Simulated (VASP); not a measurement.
Set up this calculation in VASP 6.6.1, as the native input.

- Task: single point
- Functional: PBE
- Potentials or basis: VASP PAW PBE potentials, release 64 (N, Ga_d, C)
- Cutoff: 520 eV
- k mesh: 9 × 9 × 1
- Occupations: gaussian, width 0.05 eV
- Spin: collinear spin
- Starting moments: [0.0, 0.0, 0.0, 0.0, 2.0] μB
- Dipole correction: yes
- Further INCAR settings: ALGO = Normal; EDIFF = 1e-06; NBANDS = 32

The structure of Ga2CN2 lies in POSCAR:

```
Ga2CN2
1.0
    3.2165072889      0.0000000000      0.0000000000
   -1.6082536444      2.7855770236      0.0000000000
    0.0000000000      0.0000000000     19.1000974262
N Ga C
2 2 1
Direct
    0.0000000000      0.0000000000      0.2094230155
    0.3333333333      0.6666666666      0.3979088303
    0.3333333333      0.6666666666      0.2437980654
    0.6666666667      0.3333333333      0.3952208477
    0.3333333333      1.1666666667      0.5163294441
```

These files were run (other wordings do the same):

INCAR

```
PREC = Accurate
ENCUT = 520
EDIFF = 1E-6
ISMEAR = 0
SIGMA = 0.05
LREAL = F
LASPH = T
NELM = 150
ALGO = Normal
ISIF = 2
LWAVE = F
LCHARG = F
ISPIN = 2
MAGMOM = 0 0 0 0 2
LORBIT = 11
LDIPOL = T
IDIPOL = 3
DIPOL = 0.5 0.5 0.353
GGA = PE
NBANDS = 32
```

KPOINTS

```
Automatic mesh
0
Gamma
  9 9 1
```

Potentials or basis: VASP PAW PBE potentials, release 64 (N, Ga_d, C).

Launch:

```bash
$ cat potpaw_PBE.64/N/POTCAR potpaw_PBE.64/Ga_d/POTCAR potpaw_PBE.64/C/POTCAR > POTCAR
$ mpirun -np 1 vasp_std > vasp.out
```

Results of the run:

The largest force is 2.701 eV/Å and the net moment is 1.76 μB per cell. The site moments are N +0.03, +0.10; Ga +0.00, +0.03; C +0.78 μB. The valence electrons inside the program's atomic spheres are N 3.59, 3.72; Ga 11.67, 11.88; C 2.00.

Wall time 3.3 min on 1 thread of Intel(R) Xeon(R) 6975P-C (Granite Rapids), with other jobs on the host, peak memory 0.43 GiB.
